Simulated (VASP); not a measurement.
MgS:

```
CELL_PARAMETERS angstrom
0.00000 2.83088 2.93534
2.83088 0.00000 2.93534
2.83088 2.83088 0.00000
ATOMIC_POSITIONS crystal
Mg 0.00000 0.00000 0.00000
S 0.25000 0.25000 0.25000
```

This cell differs from its parent crystal: uniaxial z strain +3.7%.

Base run:

* Program: VASP 6.6.1
* Functional: r2SCAN
* Potentials or basis: VASP PAW PBE potentials, release 64 (Mg, S)
* Cutoff: 520 eV
* k mesh: 8 × 8 × 8
* Occupations: gaussian, width 0.01 eV
* Spin: no spin polarisation

Its results: band gap on the k mesh 3.90 eV, direct; pressure -2.3 GPa.

Problem. The run is repeated on the same cell with these changes: functional from r2SCAN to PBE; occupations from gaussian, width 0.01 eV to fermi-dirac, width 0.02 eV. What comes out?

Solution. Band gap on the k mesh 3.24 eV, direct; pressure -1.1 GPa.

Caveats: the PAW data sets were made with another functional, which shifts forces and pressure a little (some runs).

A k mesh can miss the band edges.
